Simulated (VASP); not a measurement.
Here is a VASP 6.6.1 calculation.

Contents of INCAR:

```
ALGO = Normal ; EDIFF = 1E-7
ENCUT = 520 ; GGA = PE
ISIF = 2 ; ISMEAR = -1
LASPH = True ; LCHARG = False
LREAL = False ; LWAVE = False
NBANDS = 31 ; NELM = 80
PREC = Accurate ; SIGMA = 0.02
```

Contents of KPOINTS:

```
k-points
0
Gamma
  8 8 6
```

File POSCAR:

```
HfO2
1.0
    3.5766926651      0.0000000000      0.0000000000
    0.0000000000      3.5766926651      0.0000000000
    0.0000000000      0.0000000000      5.2022244069
Hf O
2 4
Direct
    0.5000000000      0.5000000000      0.5000000000
    0.0000000000      0.0000000000      0.0000000000
    0.0000000000      0.5000000000      0.6962101032
    0.5000000000      0.0000000000      0.8037898968
    0.5000000000      0.0000000000      0.3037898968
    0.0000000000      0.5000000000      0.1962101032
```

Potentials or basis: VASP PAW PBE potentials, release 64 (Hf_pv, O).

Run with:

```bash
$ cat potpaw_PBE.64/Hf_pv/POTCAR potpaw_PBE.64/O/POTCAR > POTCAR
$ mpirun -np 1 vasp_std > vasp.out
```

Problem. Estimate the pressure.

Solution. 2.5 GPa.

Problem. What does it give for the largest force?

Solution. 0.033 eV/Å.

Problem. Predict the band gap on the k mesh.

Solution. 4.71 eV, indirect (least direct gap 4.78 eV).

Stress tensor (GPa, compression positive):
```
2.59 0.00 0.00
0.00 2.59 0.00
0.00 0.00 2.41
```

Caveat: spin-orbit coupling is left out, which moves the levels of the heavy elements. PBE gaps usually lie below the measured ones, often by a third to a half.
